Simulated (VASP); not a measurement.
# Ta (I4/mmm) in VASP: notebook

Ta is run at these levels: r2SCAN; tasks: single point.

Program: VASP 6.6.1. These are calculated values, not measurements. Logs are shortened: lines on timing, memory, paths and dates and some standing lists are left out, and cuts for length are marked.

## 1. The cell of the first run

It takes space group I4/mmm (No. 139, tetragonal). Conventional cell: a = 3.385 Å, b = 3.385 Å, c = 3.303 Å, α = 90.00°, β = 90.00°, γ = 90.00°. Within 3.8 Å of Ta (site symmetry 4/mmm) lie 14 Ta at 2.91 to 3.39 Å.

## 2. Single point, r2SCAN (strain +0.025 along x and y, +0.000 along z)

Input file POSCAR:

```
Ta
1.0
   -1.6925620000      1.6925620000      1.6512800000
    1.6925620000     -1.6925620000      1.6512800000
    1.6925620000      1.6925620000     -1.6512800000
Ta
1
Direct
    0.0000000000      0.0000000000      0.0000000000
```

Input file INCAR.step1:

```
PREC     = Accurate       # precision mode
ENCUT    = 520            # plane-wave cutoff, eV
ISMEAR   = 0              # smearing method
SIGMA    = 0.15           # smearing width, eV
LREAL    = F              # projectors in reciprocal space
LASPH    = T              # aspherical terms in the spheres
NELM     = 60             # most SCF steps
NBANDS   = 12             # bands
GGA      = PE             # functional
ALGO     = Normal         # electronic algorithm
EDIFF    = 1E-4           # SCF threshold, eV
LWAVE    = T              # write WAVECAR
LCHARG   = F              # write CHGCAR
```

Input file INCAR.step2:

```
PREC     = Accurate       # precision mode
ENCUT    = 520            # plane-wave cutoff, eV
EDIFF    = 1E-6           # SCF threshold, eV
ISMEAR   = 0              # smearing method
SIGMA    = 0.15           # smearing width, eV
LREAL    = F              # projectors in reciprocal space
LASPH    = T              # aspherical terms in the spheres
NELM     = 60             # most SCF steps
ALGO     = Normal         # electronic algorithm
ISIF     = 2              # what is computed and relaxed
LWAVE    = F              # write WAVECAR
LCHARG   = T              # write CHGCAR
METAGGA  = R2SCAN         # meta-GGA
LMIXTAU  = T            
LELF     = T              # ELF
LVHAR    = T            
NBANDS   = 12             # bands
ISTART   = 1
```

Input file KPOINTS:

```
Automatic mesh
0
Gamma
  20 20 20
```

Potentials or basis: VASP PAW PBE potentials, release 64 (Ta_pv).

Command:

```bash
$ cat potpaw_PBE.64/Ta_pv/POTCAR > POTCAR
$ cp INCAR.step1 INCAR
$ mpirun -np 1 vasp_std > vasp.out
$ cp INCAR.step2 INCAR
$ mpirun -np 1 vasp_std > vasp.out
```

OUTCAR:

```text
PREC = Accurate
   ENCUT = 520
   EDIFF = 1E-6
   ISMEAR = 0
   LREAL = F
   LASPH = T
   NELM = 60
   ISIF = 2
   METAGGA = R2SCAN
   ISTART = 1

 ion  position               nearest neighbor table
   1  0.000  0.000  0.000-

  LATTYP: Found a body centered tetragonal cell.
 ALAT       =     3.3851240000
 C/A-ratio  =     0.9756097561

  Lattice vectors:

 A1 = (  -1.6925620000,   1.6925620000,   1.6512800000)
 A2 = (   1.6925620000,  -1.6925620000,   1.6512800000)
 A3 = (   1.6925620000,   1.6925620000,  -1.6512800000)

Analysis of symmetry for initial positions (statically):
=====================================================================
 Subroutine PRICEL returns:
 Original cell was already a primitive cell.

 Routine SETGRP: Setting up the symmetry group for a
 body centered tetragonal supercell.

 Subroutine GETGRP returns: Found 16 space group operations
 (whereof 16 operations were pure point group operations)
 out of a pool of 16 trial point group operations.

The static configuration has the point symmetry D_4h.

Analysis of symmetry for dynamics (positions and initial velocities):
=====================================================================
 Subroutine PRICEL returns:
 Original cell was already a primitive cell.

 Routine SETGRP: Setting up the symmetry group for a
 body centered tetragonal supercell.

 Subroutine GETGRP returns: Found 16 space group operations
 (whereof 16 operations were pure point group operations)
 out of a pool of 16 trial point group operations.

The dynamic configuration has the point symmetry D_4h.

 Subroutine INISYM returns: Found 16 space group operations
 (whereof 16 operations are pure point group operations),
 and found     1 'primitive' translations

----------------------------------------------------------------------------------------

                                     Primitive cell

  volume of cell :      18.9221

  direct lattice vectors                    reciprocal lattice vectors
    -1.692562000  1.692562000  1.651280000     0.000000000  0.295410153  0.302795407
     1.692562000 -1.692562000  1.651280000     0.295410153  0.000000000  0.302795407
     1.692562000  1.692562000 -1.651280000     0.295410153  0.295410153  0.000000000

  length of vectors
     2.907964561  2.907964561  2.907964561     0.423027443  0.423027443  0.417773045

  position of ions in fractional coordinates (direct lattice)
     0.000000000  0.000000000  0.000000000

  ion indices of the primitive-cell ions
   primitive index   ion index
                 1           1

----------------------------------------------------------------------------------------

 KPOINTS: Automatic mesh

Automatic generation of k-mesh.
 Grid dimensions read from file:
 generate k-points for:   20   20   20

 Generating k-lattice:

  Cartesian coordinates                     Fractional coordinates (reciprocal lattice)
     0.000000000  0.014770508  0.015139770     0.050000000  0.000000000 -0.000000000
     0.014770508  0.000000000  0.015139770     0.000000000  0.050000000 -0.000000000
     0.014770508  0.014770508  0.000000000     0.000000000  0.000000000  0.050000000

  Length of vectors
     0.021151372  0.021151372  0.020888652

  Shift w.r.t. Gamma in fractional coordinates (k-lattice)
     0.000000000  0.000000000  0.000000000

 Subroutine IBZKPT returns following result:
 ===========================================

 Found    641 irreducible k-points:

 Following reciprocal coordinates:
            Coordinates               Weight
  0.000000  0.000000  0.000000      1.000000
  0.050000  0.000000  0.000000      8.000000
  0.100000  0.000000  0.000000      8.000000
  0.150000  0.000000 -0.000000      8.000000
  0.200000  0.000000  0.000000      8.000000
  0.250000  0.000000  0.000000      8.000000
[... 16 lines left out ...]
 -0.400000  0.050000  0.000000     16.000000
 -0.350000  0.050000  0.000000     16.000000
 [... further k-points ...]
   k-points           NKPTS =    641   k-points in BZ     NKDIM =    641   number of bands    NBANDS=     12
   number of dos      NEDOS =    301   number of ions     NIONS =      1
   total plane-waves  NPLWV =  13824
   dimension x,y,z NGX =    24 NGY =   24 NGZ =   24
   dimension x,y,z NGXF=    48 NGYF=   48 NGZF=   48
   ions per type =               1
   NGX,Y,Z   is equivalent  to a cutoff of  13.72, 13.72, 13.72 a.u.
   NGXF,Y,Z  is equivalent  to a cutoff of  27.44, 27.44, 27.44 a.u.
 SYSTEM =  unknown system
   PREC   = accura    normal or accurate (medium, high low for compatibility)
   ISTART =      1    job   : 0-new  1-cont  2-samecut
   ICHARG =      0    charge: 1-file 2-atom 10-const
   ISPIN  =      1    spin polarized calculation?
   LNONCOLLINEAR =      F non collinear calculations
   LSORBIT =      F    spin-orbit coupling
   LASPH  =      T    aspherical Exc in radial PAW
   ENCUT  =  520.0 eV  38.22 Ry    6.18 a.u.   5.41  5.41  5.41*2*pi/ulx,y,z
   NELM   =     60;   NELMIN=  2; NELMDL=  0     # of ELM steps
   EDIFF  = 0.1E-05   stopping-criterion for ELM
   LREAL  =      F    real-space projection
   EDIFFG = 0.1E-04   stopping-criterion for IOM
   NSW    =      0    number of steps for IOM
   IBRION =     -1    ionic relax: 0-MD 1-quasi-New 2-CG
   NFREE  =      0    steps in history (QN), initial steepest desc. (CG)
   ISIF   =      2    stress and relaxation
   ISYM   =      2    0-nonsym 1-usesym 2-fastsym
   POTIM  = 0.5000    time-step for ionic-motion
   TEBEG  =    0.0;   TEEND  =   0.0 temperature during run
   PSTRESS=    0.0 pullay stress
   NELECT =      11.0000    total number of electrons
   NUPDOWN=      -1.0000    fix difference up-down
   EMIN   =  10.00;   EMAX   =-10.00  energy-range for DOS
   EFERMI =   0.00;   METHOD = LEGACY
   ISMEAR =     0;   SIGMA  =   0.15  broadening in eV -4-tet -1-fermi 0-gaus
   EFERMI_NEDOS =   21; number of points for ismear=-14 and -15
   IALGO  =     38    algorithm
   IMIX   =      4    mixing-type and parameters
     AMIX     =   0.40;   BMIX     =  1.00
     AMIX_MAG =   1.60;   BMIX_MAG =  1.00
  volume/ion in A,a.u.               =      18.92       127.69
  Fermi-wavevector in a.u.,A,eV,Ry     =   1.366310  2.581951 25.399380  1.866802
  Thomas-Fermi vector in A             =   2.492461
   LORBIT       =      0    0 simple, 1 ext, 2 COOP (PROOUT), +10 PAW based schemes
   METAGGA = R2SCAN    functional components
   LHFCALC =     F    Hartree Fock is set to
   AEXX    =    0.0000 exact exchange contribution
   IVDW    =     0    specifies the selected vdW correction
   LEPSILON=     F    determine dielectric tensor
   LRPA    =     F    only Hartree local field effects (RPA)
 non-spin polarized calculation
 Gauss-broadening in eV      SIGMA  =   0.15
  energy-cutoff  :      520.00
  volume of cell :       18.92
 maximum number of plane-waves:       527
 NGX is ok and might be reduce to    24
   NGX = 11   NGY = 11   NGZ = 11

 number of electron      10.9999999 magnetization

 Free energy of the ion-electron system (eV)
  ---------------------------------------------------
  ext. energy  EPLUGINS =         0.00000000
  ---------------------------------------------------
  free energy    TOTEN  =       -48.56319711 eV

  energy without entropy =      -48.54853807  energy(sigma->0) =      -48.55586759

 E-fermi :   4.9380     XC(G=0): -13.4879

 val. band max:        4.9360961819   @ k =  -0.4000   0.5000   0.0500
 cond. band min:       4.9385063410   @ k =   0.5000   0.1500  -0.0000
 fundamental gap:      0.0024101591
 Fermi energy:         4.9380147492

 k-point     1 :       0.0000    0.0000    0.0000
  band No.  band energies     occupation
      1     -29.4969      2.00000
      2     -29.4969      2.00000
      3     -29.4916      2.00000
      4      -3.2027      2.00000
      5       5.5585      0.00000
      6       5.8852      0.00000
      7       5.8852      0.00000
      8       8.8618      0.00000
      9       9.2994      0.00000
     10      16.8098      0.00000
     11      20.3228      0.00000
     12      20.3228      0.00000

 k-point     2 :       0.0500    0.0000    0.0000
  band No.  band energies     occupation
      1     -29.5222      2.00000
      2     -29.5056      2.00000
      3     -29.4944      2.00000
      4      -3.0913      2.00000
      5       5.5552      0.00000
      6       5.8604      0.00000
      7       5.9204      0.00000
      8       8.8331      0.00000
      9       9.2111      0.00000
     10      16.8096      0.00000
     11      20.5046      0.00000
     12      20.5215      0.00000

 k-point     3 :       0.1000    0.0000    0.0000
  band No.  band energies     occupation
      1     -29.6019      2.00000
      2     -29.5308      2.00000
      3     -29.4955      2.00000
      4      -2.7655      2.00000
      5       5.4089      0.00001
      6       5.7641      0.00000
      7       6.1746      0.00000
      8       8.7065      0.00000
      9       9.0810      0.00000
     10      16.8096      0.00000
     11      20.8550      0.00000
     12      21.1007      0.00000
[... 286 lines left out ...]
 k-point    23 :      -0.4000    0.0500    0.0000
  band No.  band energies     occupation
      1     -30.3939      2.00000
      2     -29.7982      2.00000
      3     -29.5154      2.00000
      4       0.4913      2.00000
      5       3.6904      2.00000
      6       5.0859      0.16317
      7       8.9924      0.00000
      8       9.7000      0.00000
      9      11.0046      0.00000
     10      16.8021      0.00000
     11      17.9515      0.00000
     12      18.7832      0.00000

 k-point    24 :      -0.3500    0.0500    0.0000
  band No.  band energies     occupation
      1     -30.2709      2.00000
      2     -29.7534      2.00000
      3     -29.5132      2.00000
      4       0.1266      2.00000
      5       3.9351      2.00000
      6       4.7637      1.89977
      7       8.7968      0.00000
      8       9.5198      0.00000
      9       9.9352      0.00000
     10      16.8067      0.00000
     11      18.9227      0.00000
     12      20.0815      0.00000

 [... further k-points ...]

------------------------ aborting loop because EDIFF is reached ----------------------------------------

  FORCE on cell =-STRESS in cart. coord.  units (eV):
  Direction    XX          YY          ZZ          XY          YZ          ZX
  --------------------------------------------------------------------------------------
  -------------------------------------------------------------------------------------
  Total       -1.0552178     -1.0552178     -0.7900396      0.0000000      0.0000000      0.0000000
  in kB      -89.3475846    -89.3475846    -66.8943645      0.0000000      0.0000000      0.0000000
  external PRESSURE =     -81.8631779 kB  Pullay stress =       0.0000000 kB

 VOLUME and BASIS-vectors are now :
 -----------------------------------------------------------------------------
  energy-cutoff  :      520.00
  volume of cell :       18.92
      direct lattice vectors                 reciprocal lattice vectors
    -1.692562000  1.692562000  1.651280000     0.000000000  0.295410153  0.302795407
     1.692562000 -1.692562000  1.651280000     0.295410153  0.000000000  0.302795407
     1.692562000  1.692562000 -1.651280000     0.295410153  0.295410153  0.000000000

 POSITION                                       TOTAL-FORCE (eV/Angst)
 -----------------------------------------------------------------------------------
      0.00000      0.00000      0.00000        -0.000000      0.000000      0.000000
 -----------------------------------------------------------------------------------
    total drift:                                0.000000      0.000000      0.000000

  FREE ENERGIE OF THE ION-ELECTRON SYSTEM (eV)
  ---------------------------------------------------
  free  energy   TOTEN  =       -48.5631971109 eV

  energy  without entropy=      -48.5485380707  energy(sigma->0) =      -48.55586759
```

It took 4.6 min on 1 thread of Intel Xeon 6975P-C, shared host; peak memory 0.26 GiB.

Results:

```
Free energy : -48.5632 eV
Pressure    : -8.2 GPa
```

Caveat: the cell differs from its parent crystal (strain +0.025 along x and y, +0.000 along z); the PAW data sets were made with another functional, which shifts forces and pressure a little; spin-orbit coupling is left out, which moves the levels of the heavy elements.

(Part 1 of 2 ends here.)
